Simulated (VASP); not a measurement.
# BeTe (F-43m) in VASP: a series of runs

Runs on BeTe. Level: PBE. Tasks: single point.

Everything below comes from runs of VASP 6.6.1. Logs are shortened: lines on timing, memory, paths and dates and some standing lists are left out, and cuts for length are marked.

### Step 1. The cell of the first run

Symmetry: F-43m, No. 216, cubic system. The conventional cell has a = 5.540 Å, b = 5.540 Å, c = 5.540 Å, α = 90.00°, β = 90.00°, γ = 90.00°. Te (site symmetry -43m) has 4 Be at 2.40 Å within 3.2 Å. Within 3.2 Å of Be (site symmetry -43m) lie 4 Te at 2.40 Å.

### Step 2. Single point, PBE

The input, INCAR:

```
  PREC = Accurate
  ENCUT = 520
  EDIFF = 1E-6
  ISMEAR = -1
  SIGMA = 0.04
  LREAL = False
  LASPH = True
  NELM = 60
  ALGO = Normal
  ISIF = 2
  LWAVE = False
  LCHARG = False
  GGA = PE
  NBANDS = 11
```

The input, KPOINTS:

```
Automatic mesh
0
Gamma
  5 5 5
```

The input, POSCAR:

```
BeTe
1.0
    0.0000000000      2.7700000000      2.7700000000
    2.7700000000      0.0000000000      2.7700000000
    2.7700000000      2.7700000000      0.0000000000
Te Be
1 1
Direct
    0.7500000000      0.7500000000      0.7500000000
    0.0000000000      0.0000000000      0.0000000000
```

Potentials or basis: VASP PAW PBE potentials, release 64 (Te, Be).

Command:

```sh
> cat potpaw_PBE.64/Te/POTCAR potpaw_PBE.64/Be/POTCAR > POTCAR
> mpirun -np 1 vasp_std > vasp.out
```

OUTCAR:

```text
PREC = Accurate
   ENCUT = 520
   EDIFF = 1E-6
   ISMEAR = -1
   LREAL = False
   LASPH = True
   NELM = 60
   ISIF = 2
   GGA = PE

 ion  position               nearest neighbor table
   1  0.750  0.750  0.750-   2 2.40   2 2.40   2 2.40   2 2.40
   2  0.000  0.000  0.000-   1 2.40   1 2.40   1 2.40   1 2.40

  LATTYP: Found a face centered cubic cell.
 ALAT       =     5.5400000000

  Lattice vectors:

 A1 = (   0.0000000000,   2.7700000000,   2.7700000000)
 A2 = (   2.7700000000,   0.0000000000,   2.7700000000)
 A3 = (   2.7700000000,   2.7700000000,   0.0000000000)

Analysis of symmetry for initial positions (statically):
=====================================================================
 Subroutine PRICEL returns:
 Original cell was already a primitive cell.

 Routine SETGRP: Setting up the symmetry group for a
 face centered cubic supercell.

 Subroutine GETGRP returns: Found 24 space group operations
 (whereof 24 operations were pure point group operations)
 out of a pool of 48 trial point group operations.

The static configuration has the point symmetry T_d .

Analysis of symmetry for dynamics (positions and initial velocities):
=====================================================================
 Subroutine PRICEL returns:
 Original cell was already a primitive cell.

 Routine SETGRP: Setting up the symmetry group for a
 face centered cubic supercell.

 Subroutine GETGRP returns: Found 24 space group operations
 (whereof 24 operations were pure point group operations)
 out of a pool of 48 trial point group operations.

The dynamic configuration has the point symmetry T_d .

 Subroutine INISYM returns: Found 24 space group operations
 (whereof 24 operations are pure point group operations),
 and found     1 'primitive' translations

----------------------------------------------------------------------------------------

                                     Primitive cell

  volume of cell :      42.5079

  direct lattice vectors                    reciprocal lattice vectors
     0.000000000  2.770000000  2.770000000    -0.180505415  0.180505415  0.180505415
     2.770000000  0.000000000  2.770000000     0.180505415 -0.180505415  0.180505415
     2.770000000  2.770000000  0.000000000     0.180505415  0.180505415 -0.180505415
[... 72 lines left out ...]
   NSW    =      0    number of steps for IOM
   IBRION =     -1    ionic relax: 0-MD 1-quasi-New 2-CG
   NFREE  =      0    steps in history (QN), initial steepest desc. (CG)
   ISIF   =      2    stress and relaxation
   ISYM   =      2    0-nonsym 1-usesym 2-fastsym
   POTIM  = 0.5000    time-step for ionic-motion
   TEBEG  =    0.0;   TEEND  =   0.0 temperature during run
   PSTRESS=    0.0 pullay stress
   NELECT =       8.0000    total number of electrons
   NUPDOWN=      -1.0000    fix difference up-down
   EMIN   =  10.00;   EMAX   =-10.00  energy-range for DOS
   EFERMI =   0.00;   METHOD = LEGACY
   ISMEAR =    -1;   SIGMA  =   0.04  broadening in eV -4-tet -1-fermi 0-gaus
   EFERMI_NEDOS =   21; number of points for ismear=-14 and -15
   IALGO  =     38    algorithm
   IMIX   =      4    mixing-type and parameters
     AMIX     =   0.40;   BMIX     =  1.00
     AMIX_MAG =   1.60;   BMIX_MAG =  1.00
  volume/ion in A,a.u.               =      21.25       143.43
  Fermi-wavevector in a.u.,A,eV,Ry     =   0.938170  1.772885 11.975354  0.880164
  Thomas-Fermi vector in A             =   2.065355
   LORBIT       =      0    0 simple, 1 ext, 2 COOP (PROOUT), +10 PAW based schemes
   GGA     = PE    functional components
   LHFCALC =     F    Hartree Fock is set to
   AEXX    =    0.0000 exact exchange contribution
   IVDW    =     0    specifies the selected vdW correction
   LEPSILON=     F    determine dielectric tensor
   LRPA    =     F    only Hartree local field effects (RPA)
 non-spin polarized calculation
  energy-cutoff  :      520.00
  volume of cell :       42.51
 maximum number of plane-waves:      1167
 NGX is ok and might be reduce to    30
   NGX = 15   NGY = 15   NGZ = 15

 number of electron       8.0000000 magnetization

 Free energy of the ion-electron system (eV)
  ---------------------------------------------------
  ext. energy  EPLUGINS =         0.00000000
  ---------------------------------------------------
  free energy    TOTEN  =        -7.56173161 eV

  energy without entropy =       -7.56173161  energy(sigma->0) =       -7.56173161

 E-fermi :   6.5415     XC(G=0):  -9.2533

 val. band max:        5.6716719590   @ k =   0.0000   0.0000   0.0000
 cond. band min:       7.6341257057   @ k =   0.4000   0.4000   0.0000
 fundamental gap:      1.9624537466
 Fermi energy:         6.5414691182

 k-point     1 :       0.0000    0.0000    0.0000
  band No.  band energies     occupation
      1      -6.9629      2.00000
      2       5.6717      2.00000
      3       5.6717      2.00000
      4       5.6717      2.00000
      5       9.2319      0.00000
      6       9.2319      0.00000
      7       9.2319      0.00000
      8       9.8615      0.00000
      9      14.0546      0.00000
     10      16.0160      0.00000
     11      16.0160      0.00000
[... 113 lines left out ...]
 k-point    10 :      -0.4000    0.4000    0.2000
  band No.  band energies     occupation
      1      -5.0928      2.00000
      2       0.7910      2.00000
      3       1.9102      2.00000
      4       2.8750      2.00000
      5      10.1067      0.00000
      6      10.6354      0.00000
      7      11.2549      0.00000
      8      14.0459      0.00000
      9      15.3776      0.00000
     10      17.1223      0.00000
     11      19.1634      0.00000

------------------------ aborting loop because EDIFF is reached ----------------------------------------

  FORCE on cell =-STRESS in cart. coord.  units (eV):
  Direction    XX          YY          ZZ          XY          YZ          ZX
  --------------------------------------------------------------------------------------
  -------------------------------------------------------------------------------------
  Total        1.2254314      1.2254314      1.2254314      0.0000000      0.0000000     -0.0000000
  in kB       46.1881179     46.1881179     46.1881179      0.0000000      0.0000000     -0.0000000
  external PRESSURE =      46.1881179 kB  Pullay stress =       0.0000000 kB

 VOLUME and BASIS-vectors are now :
 -----------------------------------------------------------------------------
  energy-cutoff  :      520.00
  volume of cell :       42.51
      direct lattice vectors                 reciprocal lattice vectors
     0.000000000  2.770000000  2.770000000    -0.180505415  0.180505415  0.180505415
     2.770000000  0.000000000  2.770000000     0.180505415 -0.180505415  0.180505415
     2.770000000  2.770000000  0.000000000     0.180505415  0.180505415 -0.180505415

 POSITION                                       TOTAL-FORCE (eV/Angst)
 -----------------------------------------------------------------------------------
      4.15500      4.15500      4.15500         0.000000     -0.000000      0.000000
      0.00000      0.00000      0.00000        -0.000000      0.000000     -0.000000
 -----------------------------------------------------------------------------------
    total drift:                               -0.000000     -0.000000     -0.000000

  FREE ENERGIE OF THE ION-ELECTRON SYSTEM (eV)
  ---------------------------------------------------
  free  energy   TOTEN  =        -7.5617316053 eV

  energy  without entropy=       -7.5617316053  energy(sigma->0) =       -7.56173161
```

Wall time 12 s (1 thread of AMD EPYC 7R13, shared host); peak memory 0.13 GiB.

Results:

- Free energy: -7.5617 eV
- Pressure: 4.6 GPa
- Band gap on the k mesh: 1.96 eV, indirect (least direct gap 3.56 eV)

Caveat: spin-orbit coupling is left out, which moves the levels of the heavy elements. A k mesh can miss the band edges.

### Step 3. Single point, PBE

The input, INCAR:

```
  PREC = Accurate
  ENCUT = 520
  EDIFF = 1E-6
  ISMEAR = 0
  SIGMA = 0.013000000000000001
  LREAL = False
  LASPH = True
  NELM = 80
  ALGO = Normal
  ISIF = 2
  LWAVE = False
  LCHARG = False
  GGA = PE
  NBANDS = 11
```

The input, KPOINTS:

```
Automatic mesh
0
Gamma
  8 8 8
```

POSCAR is that of step 2.

Potentials or basis: VASP PAW PBE potentials, release 64 (Te, Be).

Command:

```sh
> cat potpaw_PBE.64/Te/POTCAR potpaw_PBE.64/Be/POTCAR > POTCAR
> mpirun -np 1 vasp_std > vasp.out
```

OUTCAR:

```text
PREC = Accurate
   ENCUT = 520
   EDIFF = 1E-6
   ISMEAR = 0
   LREAL = False
   LASPH = True
   NELM = 80
   ISIF = 2
   GGA = PE

 ion  position               nearest neighbor table
   1  0.750  0.750  0.750-   2 2.40   2 2.40   2 2.40   2 2.40
   2  0.000  0.000  0.000-   1 2.40   1 2.40   1 2.40   1 2.40

  LATTYP: Found a face centered cubic cell.
 ALAT       =     5.5400000000

  Lattice vectors:

 A1 = (   0.0000000000,   2.7700000000,   2.7700000000)
 A2 = (   2.7700000000,   0.0000000000,   2.7700000000)
 A3 = (   2.7700000000,   2.7700000000,   0.0000000000)

Analysis of symmetry for initial positions (statically):
=====================================================================
 Subroutine PRICEL returns:
 Original cell was already a primitive cell.

 Routine SETGRP: Setting up the symmetry group for a
 face centered cubic supercell.

 Subroutine GETGRP returns: Found 24 space group operations
 (whereof 24 operations were pure point group operations)
 out of a pool of 48 trial point group operations.

The static configuration has the point symmetry T_d .
[... 171 lines left out ...]
      1      -6.9704      2.00000
      2       5.6645      2.00000
      3       5.6645      2.00000
      4       5.6645      2.00000
      5       9.2287      0.00000
      6       9.2287      0.00000
      7       9.2287      0.00000
      8       9.8556      0.00000
      9      14.0509      0.00000
     10      16.0119      0.00000
     11      16.0119      0.00000
[... 309 lines left out ...]
 k-point    24 :      -0.3750    0.2500    0.1250
  band No.  band energies     occupation
      1      -5.2330      2.00000
      2       0.2476      2.00000
      3       2.5866      2.00000
      4       3.6101      2.00000
      5       9.8499      0.00000
      6      10.1084      0.00000
      7      12.4872      0.00000
      8      13.5784      0.00000
      9      14.2612      0.00000
     10      17.3732      0.00000
     11      17.7599      0.00000

 [... further k-points ...]

------------------------ aborting loop because EDIFF is reached ----------------------------------------

  FORCE on cell =-STRESS in cart. coord.  units (eV):
  Direction    XX          YY          ZZ          XY          YZ          ZX
  --------------------------------------------------------------------------------------
  -------------------------------------------------------------------------------------
  Total        1.1817473      1.1817473      1.1817473      0.0000000      0.0000000     -0.0000000
  in kB       44.5416102     44.5416102     44.5416102      0.0000000      0.0000000     -0.0000000
  external PRESSURE =      44.5416102 kB  Pullay stress =       0.0000000 kB

 VOLUME and BASIS-vectors are now :
 -----------------------------------------------------------------------------
  energy-cutoff  :      520.00
  volume of cell :       42.51
      direct lattice vectors                 reciprocal lattice vectors
     0.000000000  2.770000000  2.770000000    -0.180505415  0.180505415  0.180505415
     2.770000000  0.000000000  2.770000000     0.180505415 -0.180505415  0.180505415
     2.770000000  2.770000000  0.000000000     0.180505415  0.180505415 -0.180505415

 POSITION                                       TOTAL-FORCE (eV/Angst)
 -----------------------------------------------------------------------------------
      4.15500      4.15500      4.15500        -0.000000     -0.000000      0.000000
      0.00000      0.00000      0.00000         0.000000      0.000000     -0.000000
 -----------------------------------------------------------------------------------
    total drift:                               -0.000000     -0.000000     -0.000000

  FREE ENERGIE OF THE ION-ELECTRON SYSTEM (eV)
  ---------------------------------------------------
  free  energy   TOTEN  =        -7.5847738278 eV

  energy  without entropy=       -7.5847738278  energy(sigma->0) =       -7.58477383
```

Wall time 22 s (1 thread of AMD EPYC 7R13, shared host); peak memory 0.14 GiB.

Results:

```
Free energy            : -7.5848 eV
Pressure               : 4.5 GPa
Band gap on the k mesh : 1.85 eV, indirect (least direct gap 3.56 eV)
```

Levels at points of the mesh, in eV from the valence-band top:
```tsv
k point	band 2	band 3	band 4	band 5	band 6	band 7
(0.00, 0.00, 0.00)	0.00	0.00	0.00	3.56	3.56	3.56
(0.50, 0.00, 0.00)	-5.87	-1.22	-1.22	3.21	4.56	4.56
(0.50, 0.50, 0.00)	-5.39	-2.84	-2.84	1.85	2.59	10.02
```

Caveat: spin-orbit coupling is left out, which moves the levels of the heavy elements.

### Step 4. Single point, PBE

The input, INCAR:

```
SYSTEM = BeTe
  PREC = Accurate
  ENCUT = 520
  EDIFF = 1E-6
  ISMEAR = 0
  SIGMA = 0.015
  LREAL = .FALSE.
  LASPH = .TRUE.
  NELM = 80
  ALGO = Normal
  ISIF = 2
  LWAVE = .FALSE.
  LCHARG = .FALSE.
  GGA = PE
  NBANDS = 11
```

The input, KPOINTS:

```
Automatic mesh
0
G
  8 8 8
  0 0 0
```

POSCAR is that of step 3.

Command:

```sh
> cat potpaw_PBE.64/Te/POTCAR potpaw_PBE.64/Be/POTCAR > POTCAR
> mpirun -np 1 vasp_std > vasp.out
```

Run time: 27 s. Hardware: 1 thread of AMD EPYC 7R13, shared host; peak memory 0.14 GiB.

The run converged. Its results:

| Item | Value |
| --- | --- |
| Free energy | -7.5848 eV |
| Pressure | 4.5 GPa |
| Band gap on the k mesh | 1.85 eV, indirect (least direct gap 3.56 eV) |

Levels at points of the mesh, in eV from the valence-band top:
```csv
k point,band 1,band 2,band 3,band 4,band 5,band 6,band 7,band 8,band 9
"(0.00, 0.00, 0.00)",-12.63,0.00,0.00,0.00,3.56,3.56,3.56,4.19,8.39
"(0.50, 0.00, 0.00)",-11.16,-5.87,-1.22,-1.22,3.21,4.56,4.56,7.79,11.16
"(0.50, 0.50, 0.00)",-10.62,-5.39,-2.84,-2.84,1.85,2.59,10.02,10.02,11.84
```

Caveat: spin-orbit coupling is left out, which moves the levels of the heavy elements. A k mesh can miss the band edges.

### Step 5. Overview

```tsv
k mesh	smearing	gap on the mesh (eV)	pressure (GPa)
5 × 5 × 5	fermi-dirac 0.04 eV	1.96	4.6
8 × 8 × 8	gaussian 0.013 eV	1.85	4.5
8 × 8 × 8	gaussian 0.015 eV	1.85	4.5
```

Alike in all rows: task single point; level PBE; potentials or basis VASP PAW PBE potentials, release 64 (Te, Be); no spin polarisation; cell as given; cutoff (eV) 520.

On the cell as given the gap runs from 1.85 eV (PBE) to 1.96 eV (PBE); the meshes differ, which moves gaps too.

Caveats: spin-orbit coupling is left out, which moves the levels of the heavy elements.

Absolute energies hang on the potentials; compare differences alone.
